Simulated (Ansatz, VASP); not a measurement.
**Si4Ni2Cl in VASP and in Ansatz**

```
Si Ni Cl
1.0
     3.80500    0.00000    0.00000
    -1.90250    3.29523    0.00000
     0.00000    0.00000   21.95772
Si Ni Cl
4 2 1
Direct
  0.00000 0.00000 0.18217
  0.33333 0.66667 0.25291
  0.66667 0.33333 0.32392
  0.00000 0.00000 0.38974
  0.66667 0.33333 0.21754
  0.33333 0.66667 0.35796
  0.00000 0.16667 0.53092
```

Alike in both runs: task single point; functional PBE; dispersion D3(BJ); k mesh 9 × 9 × 1; occupations gaussian, width 0.1 eV; no spin polarisation.

|  | VASP | Ansatz |
| --- | --- | --- |
| version | VASP 6.6.1 | Ansatz 0.2.0 |
| potentials or method | VASP PAW PBE potentials, release 64 (Si, Ni, Cl), cutoff 520 eV | scalar-relativistic, plane waves, PAW |
| valence electrons in the cell | 43 | 59 |

|  | VASP | Ansatz | Ansatz less VASP |
| --- | --- | --- | --- |
| gap on the k mesh at the Fermi level (eV) | none | none | - |
| rms of the force components (eV/Å) | 0.507 | 0.507 | +0.0006 |

A gap of «none» marks a metal or a gap that the smearing closes. VASP's potentials hold 43 valence electrons a cell and Ansatz's 59, so a difference there can come from the potentials and not from the codes.
